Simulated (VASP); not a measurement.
A run of VASP 6.6.1 is set up as follows.

File INCAR:

```
ALGO = Normal
EDIFF = 1E-6
ENCUT = 520
GGA = RE
ISIF = 2
ISMEAR = -1
LASPH = True
LCHARG = False
LREAL = False
LWAVE = False
NBANDS = 8
NELM = 60
PREC = Accurate
SIGMA = 0.1
```

The input KPOINTS:

```
k-points
0
Gamma
  16 16 16
```

POSCAR

```
Si
1.0
   -1.5449467199      1.5449467199      1.5449467199
    1.5449467199     -1.5449467199      1.5449467199
    1.5449467199      1.5449467199     -1.5449467199
Si
1
Direct
    0.0000000000      0.0000000000      0.0000000000
```

Potentials or basis: VASP PAW PBE potentials, release 64 (Si).

Launch:

```console
$ cat potpaw_PBE.64/Si/POTCAR > POTCAR
$ mpirun -np 1 vasp_std > vasp.out
```

Predict the pressure.

-0.1 GPa.

Predict the band gap on the k mesh.

zero (band 2 reaches 21.21 eV, above the bottom of band 3 at 5.88 eV).

Caveat: the PAW data sets were made with another functional, which shifts forces and pressure a little.
